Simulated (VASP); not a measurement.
# ScAl3 (Amm2) in VASP: notebook

Runs on ScAl3. Level: PBEsol. Tasks: single point.

Program: VASP 6.6.1. These are calculated values, not measurements. Logs are shortened: lines on timing, memory, paths and dates and some standing lists are left out, and cuts for length are marked.

## Step 1: The cell of the first run

Symmetry: Amm2, No. 38, orthorhombic system. Conventional cell: a = 4.071 Å, b = 5.758 Å, c = 5.758 Å, α = 90.00°, β = 90.00°, γ = 90.00°. Sc (site symmetry mm2) has 12 Al at 2.77 to 2.99 Å within 3.6 Å. Within 3.7 Å of Al (site symmetry m) lie 4 Sc at 2.82 to 2.94 Å and 8 Al at 2.88 Å. Within 3.6 Å of Al (site symmetry mm2) lie 4 Sc at 2.77 to 2.99 Å and 8 Al at 2.88 Å.

## Step 2: Single point, PBEsol (all Al atoms moved +0.113 Å, as atom 2 along Cartesian [1 1 0])

INCAR

```
SYSTEM = ScAl3
PREC     = Accurate       ! precision mode
ENCUT    = 520            ! plane-wave cutoff, eV
EDIFF    = 1E-6           ! SCF threshold, eV
ISMEAR   = 0              ! smearing method
SIGMA    = 0.15           ! smearing width, eV
LREAL    = .False.        ! projectors in reciprocal space
LASPH    = .True.         ! aspherical terms in the spheres
NELM     = 80             ! most SCF steps
ALGO     = Fast           ! electronic algorithm
ISIF     = 2              ! what is computed and relaxed
LWAVE    = .False.        ! write WAVECAR
LCHARG   = .False.        ! write CHGCAR
GGA      = PS             ! functional
NBANDS   = 18             ! bands
```

KPOINTS

```
regular mesh
0
Gamma
  12 12 12
  0 0 0
```

POSCAR

```
ScAl3
1.0
    4.0712986163      0.0000000000      0.0000000000
    0.0000000000      4.0712986163      0.0000000000
    0.0000000000      0.0000000000      4.0712986163
Sc Al
1 3
Direct
    0.0000000000      0.0000000000      0.0000000000
    0.5195391005      0.0195391005      0.5000000000
    0.0195391005      0.5195391005      0.5000000000
    0.5195391005      0.5195391005      0.0000000000
```

Potentials or basis: VASP PAW PBE potentials, release 64 (Sc_sv, Al).

Command:

```console
$ cat potpaw_PBE.64/Sc_sv/POTCAR potpaw_PBE.64/Al/POTCAR > POTCAR
$ mpirun -np 1 vasp_std > vasp.out
```

OUTCAR:

```text
SYSTEM = ScAl3
   PREC = Accurate
   ENCUT = 520
   EDIFF = 1E-6
   ISMEAR = 0
   LREAL = .False.
   LASPH = .True.
   NELM = 80
   ISIF = 2
   GGA = PS

 ion  position               nearest neighbor table
   1  0.000  0.000  0.000-   4 2.77   3 2.82   2 2.82   2 2.82   3 2.82   4 2.88   4 2.88   3 2.94
                             2 2.94   3 2.94   2 2.94   4 2.99
   2  0.520  0.020  0.500-   1 2.82   1 2.82   4 2.88   3 2.88   4 2.88   3 2.88   4 2.88   4 2.88
                             3 2.88   3 2.88   1 2.94   1 2.94
   3  0.020  0.520  0.500-   1 2.82   1 2.82   4 2.88   2 2.88   4 2.88   2 2.88   2 2.88   4 2.88
                             4 2.88   2 2.88   1 2.94   1 2.94
   4  0.520  0.520  0.000-   1 2.77   2 2.88   3 2.88   2 2.88   3 2.88   2 2.88   2 2.88   3 2.88
                             3 2.88   1 2.88   1 2.88   1 2.99

  LATTYP: Found a simple cubic cell.
 ALAT       =     4.0712986163

  Lattice vectors:

 A1 = (   4.0712986163,   0.0000000000,   0.0000000000)
 A2 = (   0.0000000000,   4.0712986163,   0.0000000000)
 A3 = (   0.0000000000,   0.0000000000,   4.0712986163)

Analysis of symmetry for initial positions (statically):
=====================================================================
 Subroutine PRICEL returns:
 Original cell was already a primitive cell.

 Routine SETGRP: Setting up the symmetry group for a
 simple cubic supercell.

 Subroutine GETGRP returns: Found  4 space group operations
 (whereof  4 operations were pure point group operations)
 out of a pool of 48 trial point group operations.

The static configuration has the point symmetry C_2v.

Analysis of symmetry for dynamics (positions and initial velocities):
=====================================================================
 Subroutine PRICEL returns:
 Original cell was already a primitive cell.

 Routine SETGRP: Setting up the symmetry group for a
 simple cubic supercell.

 Subroutine GETGRP returns: Found  4 space group operations
 (whereof  4 operations were pure point group operations)
 out of a pool of 48 trial point group operations.

The dynamic configuration has the point symmetry C_2v.

 Subroutine INISYM returns: Found  4 space group operations
 (whereof  4 operations are pure point group operations),
 and found     1 'primitive' translations

----------------------------------------------------------------------------------------

                                     Primitive cell

  volume of cell :      67.4837

  direct lattice vectors                    reciprocal lattice vectors
     4.071298616  0.000000000  0.000000000     0.245621875  0.000000000  0.000000000
     0.000000000  4.071298616  0.000000000     0.000000000  0.245621875  0.000000000
     0.000000000  0.000000000  4.071298616     0.000000000  0.000000000  0.245621875

  length of vectors
     4.071298616  4.071298616  4.071298616     0.245621875  0.245621875  0.245621875

  position of ions in fractional coordinates (direct lattice)
     0.000000000  0.000000000  0.000000000
     0.519539100  0.019539100  0.500000000
     0.019539100  0.519539100  0.500000000
     0.519539100  0.519539100  0.000000000

  ion indices of the primitive-cell ions
   primitive index   ion index
                 1           1
                 2           2
                 3           3
                 4           4

----------------------------------------------------------------------------------------

 KPOINTS: regular mesh

Automatic generation of k-mesh.
 Grid dimensions read from file:
 generate k-points for:   12   12   12

 Generating k-lattice:

  Cartesian coordinates                     Fractional coordinates (reciprocal lattice)
     0.020468490  0.000000000  0.000000000     0.083333333  0.000000000  0.000000000
     0.000000000  0.020468490  0.000000000     0.000000000  0.083333333  0.000000000
     0.000000000  0.000000000  0.020468490     0.000000000  0.000000000  0.083333333

  Length of vectors
     0.020468490  0.020468490  0.020468490

  Shift w.r.t. Gamma in fractional coordinates (k-lattice)
     0.000000000  0.000000000  0.000000000

 Subroutine IBZKPT returns following result:
 ===========================================

 Found    301 irreducible k-points:

 Following reciprocal coordinates:
            Coordinates               Weight
  0.000000  0.000000  0.000000      1.000000
  0.083333  0.000000  0.000000      4.000000
  0.000000  0.000000  0.083333      2.000000
  0.166667  0.000000  0.000000      4.000000
  0.000000  0.000000  0.166667      2.000000
  0.250000  0.000000  0.000000      4.000000
[... 16 lines left out ...]
  0.083333  0.000000  0.250000      8.000000
 -0.083333  0.250000  0.000000      4.000000
 [... further k-points ...]
   k-points           NKPTS =    301   k-points in BZ     NKDIM =    301   number of bands    NBANDS=     18
   number of dos      NEDOS =    301   number of ions     NIONS =      4
   total plane-waves  NPLWV =  27000
   dimension x,y,z NGX =    30 NGY =   30 NGZ =   30
   dimension x,y,z NGXF=    60 NGYF=   60 NGZF=   60
   ions per type =               1   3
   NGX,Y,Z   is equivalent  to a cutoff of  12.25, 12.25, 12.25 a.u.
   NGXF,Y,Z  is equivalent  to a cutoff of  24.50, 24.50, 24.50 a.u.
 SYSTEM =  ScAl3
   PREC   = accura    normal or accurate (medium, high low for compatibility)
   ISTART =      0    job   : 0-new  1-cont  2-samecut
   ICHARG =      2    charge: 1-file 2-atom 10-const
   ISPIN  =      1    spin polarized calculation?
   LNONCOLLINEAR =      F non collinear calculations
   LSORBIT =      F    spin-orbit coupling
   LASPH  =      T    aspherical Exc in radial PAW
   ENCUT  =  520.0 eV  38.22 Ry    6.18 a.u.   7.57  7.57  7.57*2*pi/ulx,y,z
   NELM   =     80;   NELMIN=  2; NELMDL= -5     # of ELM steps
   EDIFF  = 0.1E-05   stopping-criterion for ELM
   LREAL  =      F    real-space projection
   EDIFFG = 0.1E-04   stopping-criterion for IOM
   NSW    =      0    number of steps for IOM
   IBRION =     -1    ionic relax: 0-MD 1-quasi-New 2-CG
   NFREE  =      0    steps in history (QN), initial steepest desc. (CG)
   ISIF   =      2    stress and relaxation
   ISYM   =      2    0-nonsym 1-usesym 2-fastsym
   POTIM  = 0.5000    time-step for ionic-motion
   TEBEG  =    0.0;   TEEND  =   0.0 temperature during run
   PSTRESS=    0.0 pullay stress
   NELECT =      20.0000    total number of electrons
   NUPDOWN=      -1.0000    fix difference up-down
   EMIN   =  10.00;   EMAX   =-10.00  energy-range for DOS
   EFERMI =   0.00;   METHOD = LEGACY
   ISMEAR =     0;   SIGMA  =   0.15  broadening in eV -4-tet -1-fermi 0-gaus
   EFERMI_NEDOS =   21; number of points for ismear=-14 and -15
   IALGO  =     68    algorithm
   IMIX   =      4    mixing-type and parameters
     AMIX     =   0.40;   BMIX     =  1.00
     AMIX_MAG =   1.60;   BMIX_MAG =  1.00
  volume/ion in A,a.u.               =      16.87       113.85
  Fermi-wavevector in a.u.,A,eV,Ry     =   1.091487  2.062611 16.209215  1.191344
  Thomas-Fermi vector in A             =   2.227733
   LORBIT       =      0    0 simple, 1 ext, 2 COOP (PROOUT), +10 PAW based schemes
   GGA     = PS    functional components
   LHFCALC =     F    Hartree Fock is set to
   AEXX    =    0.0000 exact exchange contribution
   IVDW    =     0    specifies the selected vdW correction
   LEPSILON=     F    determine dielectric tensor
   LRPA    =     F    only Hartree local field effects (RPA)
 non-spin polarized calculation
 RMM-DIIS sequential band-by-band and
 Gauss-broadening in eV      SIGMA  =   0.15
  energy-cutoff  :      520.00
  volume of cell :       67.48
 maximum number of plane-waves:      1856
   NGX = 15   NGY = 15   NGZ = 15

 number of electron      19.9999997 magnetization

 Free energy of the ion-electron system (eV)
  ---------------------------------------------------
  ext. energy  EPLUGINS =         0.00000000
  ---------------------------------------------------
  free energy    TOTEN  =       -20.70920753 eV

  energy without entropy =      -20.69462999  energy(sigma->0) =      -20.70191876

 E-fermi :   7.3182     XC(G=0): -10.5447

 val. band max:        7.3180806156   @ k =   0.3333   0.2500   0.0000
 cond. band min:       7.3258753796   @ k =  -0.2500   0.3333   0.0000
 fundamental gap:      0.0077947640
 Fermi energy:         7.3181807828

 k-point     1 :       0.0000    0.0000    0.0000
  band No.  band energies     occupation
      1     -41.3860      2.00000
      2     -20.1934      2.00000
      3     -20.1917      2.00000
      4     -20.1899      2.00000
      5      -2.7733      2.00000
      6       4.6577      2.00000
[... 10 lines left out ...]
     17      12.6993      0.00000
     18      12.7708      0.00000

 k-point     2 :       0.0833    0.0000    0.0000
  band No.  band energies     occupation
      1     -41.3859      2.00000
      2     -20.1949      2.00000
      3     -20.1915      2.00000
      4     -20.1906      2.00000
      5      -2.7085      2.00000
      6       4.0778      2.00000
[... 10 lines left out ...]
     17      12.7503      0.00000
     18      12.8304      0.00000

 k-point     3 :       0.0000    0.0000    0.0833
  band No.  band energies     occupation
      1     -41.3859      2.00000
      2     -20.1941      2.00000
      3     -20.1931      2.00000
      4     -20.1897      2.00000
      5      -2.7084      2.00000
      6       4.0780      2.00000
[... 10 lines left out ...]
     17      12.7732      0.00000
     18      12.9319      0.00000

 k-point     4 :       0.1667    0.0000    0.0000
  band No.  band energies     occupation
      1     -41.3856      2.00000
      2     -20.2008      2.00000
      3     -20.1909      2.00000
      4     -20.1906      2.00000
      5      -2.5154      2.00000
      6       3.1347      2.00000
[... 375 lines left out ...]
      4     -20.1899      2.00000
      5      -2.1363      2.00000
      6       2.2139      2.00000
[... 10 lines left out ...]
     17      12.3282      0.00000
     18      13.1454      0.00000

 k-point    23 :       0.0833    0.0000    0.2500
  band No.  band energies     occupation
      1     -41.3852      2.00000
      2     -20.2091      2.00000
      3     -20.1934      2.00000
      4     -20.1892      2.00000
      5      -2.1361      2.00000
      6       2.2143      2.00000
[... 10 lines left out ...]
     17      12.3369      0.00000
     18      13.1335      0.00000

 k-point    24 :      -0.0833    0.2500    0.0000
  band No.  band energies     occupation
      1     -41.3852      2.00000
      2     -20.2092      2.00000
      3     -20.1924      2.00000
      4     -20.1901      2.00000
      5      -2.1363      2.00000
      6       2.2140      2.00000
[... 10 lines left out ...]
     17      12.2958      0.00000
     18      13.1830      0.00000

 [... further k-points ...]

------------------------ aborting loop because EDIFF is reached ----------------------------------------

  FORCE on cell =-STRESS in cart. coord.  units (eV):
  Direction    XX          YY          ZZ          XY          YZ          ZX
  --------------------------------------------------------------------------------------
  -------------------------------------------------------------------------------------
  Total        0.2014030      0.2014030      0.1874921      0.0970461      0.0000000      0.0000000
  in kB        4.7816478      4.7816478      4.4513792      2.3040395      0.0000000      0.0000000
  external PRESSURE =       4.6715583 kB  Pullay stress =       0.0000000 kB

 VOLUME and BASIS-vectors are now :
 -----------------------------------------------------------------------------
  energy-cutoff  :      520.00
  volume of cell :       67.48
      direct lattice vectors                 reciprocal lattice vectors
     4.071298616  0.000000000  0.000000000     0.245621875  0.000000000  0.000000000
     0.000000000  4.071298616  0.000000000     0.000000000  0.245621875  0.000000000
     0.000000000  0.000000000  4.071298616     0.000000000  0.000000000  0.245621875

 POSITION                                       TOTAL-FORCE (eV/Angst)
 -----------------------------------------------------------------------------------
      0.00000      0.00000      0.00000         0.791528      0.791528      0.000000
      2.11520      0.07955      2.03565        -0.351544     -0.079369      0.000000
      0.07955      2.11520      2.03565        -0.079369     -0.351544      0.000000
      2.11520      2.11520      0.00000        -0.360615     -0.360615      0.000000
 -----------------------------------------------------------------------------------
    total drift:                               -0.000759     -0.000759      0.000000

  FREE ENERGIE OF THE ION-ELECTRON SYSTEM (eV)
  ---------------------------------------------------
  free  energy   TOTEN  =       -20.7092075278 eV

  energy  without entropy=      -20.6946299863  energy(sigma->0) =      -20.70191876
```

It took 2.8 min on 1 thread of AMD EPYC 9R45 (Zen 5), shared host; peak memory 0.4 GiB.

What came out:

| Item | Value |
| --- | --- |
| Free energy | -20.7092 eV |
| Pressure | 0.5 GPa |
| Largest force | 1.119 eV/Å |
| Band gap on the k mesh | zero (bands 10 and 11 overlap by 3.89 eV) |

Forces on the atoms (eV/Å):
```
Sc   0.792  0.792  0.000
Al  -0.352 -0.079  0.000
Al  -0.079 -0.352  0.000
Al  -0.361 -0.361  0.000
```

Caveat: the cell differs from its parent crystal (all Al atoms moved +0.113 Å, as atom 2 along Cartesian [1 1 0]); the PAW data sets were made with another functional, which shifts forces and pressure a little.

## Step 3: Single point, PBEsol (all Al atoms moved +0.037 Å, as atom 2 along Cartesian [1 1 0])

INCAR

```
SYSTEM = ScAl3
PREC = Accurate
ENCUT = 520
EDIFF = 1E-6
ISMEAR = 0
SIGMA = 0.15
LREAL = .False.
LASPH = .True.
NELM = 60
ALGO = Fast
ISIF = 2
LWAVE = .False.
LCHARG = .True.
GGA = PS
LELF = .True.
LVHAR = .True.
NBANDS = 18
```

KPOINTS is that of step 2.

POSCAR

```
ScAl3
1.0
    4.0712986163      0.0000000000      0.0000000000
    0.0000000000      4.0712986163      0.0000000000
    0.0000000000      0.0000000000      4.0712986163
Sc Al
1 3
Direct
    0.0000000000      0.0000000000      0.0000000000
    0.5065130335      0.0065130335      0.5000000000
    0.0065130335      0.5065130335      0.5000000000
    0.5065130335      0.5065130335      0.0000000000
```

Potentials or basis: VASP PAW PBE potentials, release 64 (Sc_sv, Al).

Command:

```console
$ cat potpaw_PBE.64/Sc_sv/POTCAR potpaw_PBE.64/Al/POTCAR > POTCAR
$ mpirun -np 1 vasp_std > vasp.out
```

Run time: 2.6 min. Hardware: 1 thread of AMD EPYC 9R45 (Zen 5), shared host; peak memory 0.4 GiB.

It converged, with:

```yaml
Free_energy: -20.7650 eV
Pressure: 0.2 GPa
Largest_force: 0.371 eV/Å
Band_gap_on_the_k_mesh: zero (bands 10 and 11 overlap by 3.91 eV)
```

Forces on the atoms (eV/Å):
```
Sc   0.262  0.262  0.000
Al  -0.118 -0.027  0.000
Al  -0.027 -0.118  0.000
Al  -0.118 -0.118  0.000
```

Levels at points of the mesh, in eV from the Fermi level:
```tsv
k point	band 7	band 8	band 9	band 10	band 11	band 12	band 13	band 14
(0.00, 0.00, 0.00)	-2.65	-1.82	-1.82	-1.82	1.21	1.29	1.29	1.29
(0.50, 0.00, 0.00)	-1.74	-1.74	-1.52	0.94	1.01	1.02	1.33	1.64
(0.00, 0.00, 0.50)	-1.74	-1.74	-1.52	0.94	1.01	1.02	1.33	1.65
(0.50, 0.50, 0.00)	-5.65	-4.41	-0.56	-0.56	1.20	1.37	2.07	2.52
(0.00, 0.50, 0.50)	-5.65	-4.40	-0.56	-0.56	1.19	1.38	2.08	2.51
(0.50, 0.50, 0.50)	-4.82	-4.53	-2.97	-2.97	-2.97	0.94	2.62	2.62
```

Caveat: the cell differs from its parent crystal (all Al atoms moved +0.037 Å, as atom 2 along Cartesian [1 1 0]); the PAW data sets were made with another functional, which shifts forces and pressure a little.

The gap in the log of VASP goes by the Fermi energy; the results here count the filled bands.